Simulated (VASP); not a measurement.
# CeC (Fm-3m) in VASP: electric field gradients with PBE

Aim: the electric field gradients of CeC with PBE.

Everything below comes from runs of VASP 6.6.1. Logs are shortened: lines on timing, memory, paths and dates and some standing lists are left out, and cuts for length are marked.

## Step 1: The cell of the first run

It takes space group Fm-3m (No. 225, cubic). Conventional cell: a = 5.192 Å, b = 5.192 Å, c = 5.192 Å, α = 90.00°, β = 90.00°, γ = 90.00°. Within 3.4 Å of Ce (site symmetry m-3m) lie 6 C at 2.60 Å. Within 3.4 Å of C (site symmetry m-3m) lie 6 Ce at 2.60 Å.

## Step 2: Electric field gradients, PBE

File INCAR:

```
SYSTEM = CeC
PREC = Accurate
ENCUT = 520
EDIFF = 1E-8
ISMEAR = -1
SIGMA = 0.03
LREAL = .FALSE.
LASPH = .TRUE.
NELM = 200
ALGO = Normal
ISIF = 2
LWAVE = .FALSE.
LCHARG = .FALSE.
GGA = PE
LEFG = .TRUE.
NBANDS = 15
GGA_COMPAT = .FALSE.
LMAXMIX = 6
```

File KPOINTS:

```
Automatic mesh
0
G
  12 12 12
  0 0 0
```

File POSCAR:

```
CeC
1.0
    0.0000000000      2.5960690000      2.5960690000
    2.5960690000      0.0000000000      2.5960690000
    2.5960690000      2.5960690000      0.0000000000
Ce C
1 1
Direct
    0.0000000000      0.0000000000      0.0000000000
    0.5000000000      0.5000000000      0.5000000000
```

Potentials or basis: VASP PAW PBE potentials, release 64 (Ce, C).

On the command line:

```bash
> cat potpaw_PBE.64/Ce/POTCAR potpaw_PBE.64/C/POTCAR > POTCAR
> mpirun -np 1 vasp_std > vasp.out
```

OUTCAR:

```text
SYSTEM = CeC
   PREC = Accurate
   ENCUT = 520
   EDIFF = 1E-8
   ISMEAR = -1
   LREAL = .FALSE.
   LASPH = .TRUE.
   NELM = 200
   ISIF = 2
   GGA = PE

 ion  position               nearest neighbor table
   1  0.000  0.000  0.000-   2 2.60   2 2.60   2 2.60   2 2.60   2 2.60   2 2.60
   2  0.500  0.500  0.500-   1 2.60   1 2.60   1 2.60   1 2.60   1 2.60   1 2.60

  LATTYP: Found a face centered cubic cell.
 ALAT       =     5.1921380000

  Lattice vectors:

 A1 = (   0.0000000000,   2.5960690000,   2.5960690000)
 A2 = (   2.5960690000,   0.0000000000,   2.5960690000)
 A3 = (   2.5960690000,   2.5960690000,   0.0000000000)

Analysis of symmetry for initial positions (statically):
=====================================================================
 Subroutine PRICEL returns:
 Original cell was already a primitive cell.

 Routine SETGRP: Setting up the symmetry group for a
 face centered cubic supercell.

 Subroutine GETGRP returns: Found 48 space group operations
 (whereof 48 operations were pure point group operations)
 out of a pool of 48 trial point group operations.

The static configuration has the point symmetry O_h .

Analysis of symmetry for dynamics (positions and initial velocities):
=====================================================================
 Subroutine PRICEL returns:
 Original cell was already a primitive cell.

 Routine SETGRP: Setting up the symmetry group for a
 face centered cubic supercell.

 Subroutine GETGRP returns: Found 48 space group operations
 (whereof 48 operations were pure point group operations)
 out of a pool of 48 trial point group operations.

The dynamic configuration has the point symmetry O_h .

 Subroutine INISYM returns: Found 48 space group operations
 (whereof 48 operations are pure point group operations),
 and found     1 'primitive' translations

----------------------------------------------------------------------------------------

                                     Primitive cell

  volume of cell :      34.9928

  direct lattice vectors                    reciprocal lattice vectors
     0.000000000  2.596069000  2.596069000    -0.192598887  0.192598887  0.192598887
     2.596069000  0.000000000  2.596069000     0.192598887 -0.192598887  0.192598887
     2.596069000  2.596069000  0.000000000     0.192598887  0.192598887 -0.192598887

  length of vectors
     3.671395989  3.671395989  3.671395989     0.333591058  0.333591058  0.333591058

  position of ions in fractional coordinates (direct lattice)
     0.000000000  0.000000000  0.000000000
     0.500000000  0.500000000  0.500000000

  ion indices of the primitive-cell ions
   primitive index   ion index
                 1           1
                 2           2

----------------------------------------------------------------------------------------

 KPOINTS: Automatic mesh

Automatic generation of k-mesh.
 Grid dimensions read from file:
 generate k-points for:   12   12   12

 Generating k-lattice:

  Cartesian coordinates                     Fractional coordinates (reciprocal lattice)
    -0.016049907  0.016049907  0.016049907     0.083333333  0.000000000  0.000000000
     0.016049907 -0.016049907  0.016049907     0.000000000  0.083333333  0.000000000
     0.016049907  0.016049907 -0.016049907     0.000000000  0.000000000  0.083333333

  Length of vectors
     0.027799255  0.027799255  0.027799255

  Shift w.r.t. Gamma in fractional coordinates (k-lattice)
     0.000000000  0.000000000  0.000000000

 Subroutine IBZKPT returns following result:
 ===========================================

 Found     72 irreducible k-points:

 Following reciprocal coordinates:
            Coordinates               Weight
  0.000000  0.000000  0.000000      1.000000
  0.083333  0.000000  0.000000      8.000000
  0.166667  0.000000  0.000000      8.000000
  0.250000  0.000000  0.000000      8.000000
  0.333333  0.000000  0.000000      8.000000
  0.416667  0.000000  0.000000      8.000000
[... 16 lines left out ...]
  0.500000  0.166667  0.000000     24.000000
 -0.416667  0.166667  0.000000     24.000000
 [... further k-points ...]
   k-points           NKPTS =     72   k-points in BZ     NKDIM =     72   number of bands    NBANDS=     15
   number of dos      NEDOS =    301   number of ions     NIONS =      2
   total plane-waves  NPLWV =  21952
   dimension x,y,z NGX =    28 NGY =   28 NGZ =   28
   dimension x,y,z NGXF=    56 NGYF=   56 NGZF=   56
   ions per type =               1   1
   NGX,Y,Z   is equivalent  to a cutoff of  12.68, 12.68, 12.68 a.u.
   NGXF,Y,Z  is equivalent  to a cutoff of  25.36, 25.36, 25.36 a.u.
 SYSTEM =  CeC
   PREC   = accura    normal or accurate (medium, high low for compatibility)
   ISTART =      0    job   : 0-new  1-cont  2-samecut
   ICHARG =      2    charge: 1-file 2-atom 10-const
   ISPIN  =      1    spin polarized calculation?
   LNONCOLLINEAR =      F non collinear calculations
   LSORBIT =      F    spin-orbit coupling
   LASPH  =      T    aspherical Exc in radial PAW
   ENCUT  =  520.0 eV  38.22 Ry    6.18 a.u.   6.83  6.83  6.83*2*pi/ulx,y,z
   NELM   =    200;   NELMIN=  2; NELMDL= -5     # of ELM steps
   EDIFF  = 0.1E-07   stopping-criterion for ELM
   LREAL  =      F    real-space projection
   EDIFFG = 0.1E-06   stopping-criterion for IOM
   NSW    =      0    number of steps for IOM
   IBRION =     -1    ionic relax: 0-MD 1-quasi-New 2-CG
   NFREE  =      0    steps in history (QN), initial steepest desc. (CG)
   ISIF   =      2    stress and relaxation
   ISYM   =      2    0-nonsym 1-usesym 2-fastsym
   POTIM  = 0.5000    time-step for ionic-motion
   TEBEG  =    0.0;   TEEND  =   0.0 temperature during run
   PSTRESS=    0.0 pullay stress
   NELECT =      16.0000    total number of electrons
   NUPDOWN=      -1.0000    fix difference up-down
   EMIN   =  10.00;   EMAX   =-10.00  energy-range for DOS
   EFERMI =   0.00;   METHOD = LEGACY
   ISMEAR =    -1;   SIGMA  =   0.03  broadening in eV -4-tet -1-fermi 0-gaus
   EFERMI_NEDOS =   21; number of points for ismear=-14 and -15
   IALGO  =     38    algorithm
   IMIX   =      4    mixing-type and parameters
     AMIX     =   0.40;   BMIX     =  1.00
     AMIX_MAG =   1.60;   BMIX_MAG =  1.00
  volume/ion in A,a.u.               =      17.50       118.07
  Fermi-wavevector in a.u.,A,eV,Ry     =   1.261213  2.383348 21.642235  1.590659
  Thomas-Fermi vector in A             =   2.394684
   LORBIT       =      0    0 simple, 1 ext, 2 COOP (PROOUT), +10 PAW based schemes
   GGA     = PE    functional components
   LHFCALC =     F    Hartree Fock is set to
   AEXX    =    0.0000 exact exchange contribution
   IVDW    =     0    specifies the selected vdW correction
   LEPSILON=     F    determine dielectric tensor
   LRPA    =     F    only Hartree local field effects (RPA)
 non-spin polarized calculation
  energy-cutoff  :      520.00
  volume of cell :       34.99
 maximum number of plane-waves:       960
   NGX = 13   NGY = 13   NGZ = 13

 number of electron      16.0000000 magnetization

 Free energy of the ion-electron system (eV)
  ---------------------------------------------------
  ext. energy  EPLUGINS =         0.00000000
  ---------------------------------------------------
  free energy    TOTEN  =       -15.26573811 eV

  energy without entropy =      -15.26134110  energy(sigma->0) =      -15.26353960

 E-fermi :   7.3814     XC(G=0): -11.2640

 val. band max:        7.3760977910   @ k =   0.4167   0.3333   0.0833
 cond. band min:       7.3970252699   @ k =   0.4167   0.4167   0.0000
 fundamental gap:      0.0209274789
 Fermi energy:         7.3814324566

 k-point     1 :       0.0000    0.0000    0.0000
  band No.  band energies     occupation
      1     -26.5898      2.00000
      2      -8.5885      2.00000
      3      -8.5885      2.00000
      4      -8.5885      2.00000
      5      -1.7241      2.00000
      6       6.7518      2.00000
      7       6.7518      2.00000
      8       6.7518      2.00000
      9       7.6419      0.00034
     10       8.3032      0.00000
     11       8.3032      0.00000
     12       8.3032      0.00000
     13       9.6560      0.00000
     14       9.6560      0.00000
[... 401 lines left out ...]
      2     -10.1529      2.00000
      3      -9.0408      2.00000
      4      -8.7842      2.00000
      5       0.1077      2.00000
      6       4.7324      2.00000
      7       5.7894      2.00000
      8       6.3004      2.00000
      9       7.8899      0.00000
     10       7.9173      0.00000
     11       7.9446      0.00000
     12       8.1979      0.00000
     13       8.2118      0.00000
     14       8.2791      0.00000
     15       8.3450      0.00000

 [... further k-points ...]

------------------------ aborting loop because EDIFF is reached ----------------------------------------

  FORCE on cell =-STRESS in cart. coord.  units (eV):
  Direction    XX          YY          ZZ          XY          YZ          ZX
  --------------------------------------------------------------------------------------
  -------------------------------------------------------------------------------------
  Total        0.0094319      0.0094319      0.0094319      0.0000000      0.0000000     -0.0000000
  in kB        0.4318473      0.4318473      0.4318473      0.0000000      0.0000000     -0.0000000
  external PRESSURE =       0.4318473 kB  Pullay stress =       0.0000000 kB

 VOLUME and BASIS-vectors are now :
 -----------------------------------------------------------------------------
  energy-cutoff  :      520.00
  volume of cell :       34.99
      direct lattice vectors                 reciprocal lattice vectors
     0.000000000  2.596069000  2.596069000    -0.192598887  0.192598887  0.192598887
     2.596069000  0.000000000  2.596069000     0.192598887 -0.192598887  0.192598887
     2.596069000  2.596069000  0.000000000     0.192598887  0.192598887 -0.192598887

 POSITION                                       TOTAL-FORCE (eV/Angst)
 -----------------------------------------------------------------------------------
      0.00000      0.00000      0.00000         0.000000      0.000000     -0.000000
      2.59607      2.59607      2.59607        -0.000000      0.000000      0.000000
 -----------------------------------------------------------------------------------
    total drift:                                0.000000      0.000000      0.000000

  FREE ENERGIE OF THE ION-ELECTRON SYSTEM (eV)
  ---------------------------------------------------
  free  energy   TOTEN  =       -15.2657381064 eV

  energy  without entropy=      -15.2613410988  energy(sigma->0) =      -15.26353960

 Electric field gradients (V/A^2)
---------------------------------------------------------------------
 ion       V_xx      V_yy      V_zz      V_xy      V_xz      V_yz
---------------------------------------------------------------------
   1       0.000     0.000    -0.000     0.000     0.000     0.000
   2      -0.000    -0.000    -0.000     0.000     0.000     0.000
---------------------------------------------------------------------

 Electric field gradients after diagonalization (V/A^2)
 (convention: |V_zz| > |V_xx| > |V_yy|)
----------------------------------------------------------------------
 ion       V_xx      V_yy      V_zz     asymmetry (V_yy - V_xx)/ V_zz
----------------------------------------------------------------------
   1      -0.000    -0.000     0.001       0.000
   2      -0.000    -0.000     0.001       0.000
----------------------------------------------------------------------

           NMR quadrupolar parameters

 Cq : quadrupolar parameter    Cq=e*Q*V_zz/h
 eta: asymmetry parameters     (V_yy - V_xx)/ V_zz
 Q  : nuclear electric quadrupole moment in mb (millibarn)
----------------------------------------------------------------------
 ion       Cq(MHz)       eta       Q (mb)
----------------------------------------------------------------------
   1       0.000       0.000       1.000
   2       0.000       0.000       1.000
----------------------------------------------------------------------
```

It took 62 s on 1 thread of Intel Xeon Platinum 8375C at 2.90GHz (Ice Lake), shared host; peak memory 0.2 GiB.

What came out:

* Free energy: -15.2657 eV
* Pressure: 0.0 GPa
* Band gap on the k mesh: zero (band 8 reaches 7.52 eV, above the bottom of band 9 at 7.10 eV)

Caveat: without QUAD_EFG the Cq values of the log hold for a quadrupole moment of 1 mb, not for the nuclei; spin-orbit coupling is left out, which moves the levels of the heavy elements; without U or exact exchange the open f shell lies at the Fermi level, which spoils levels, moments and volumes. Spin polarisation is off, so any magnetic state and its effect on volume and gap are missing.
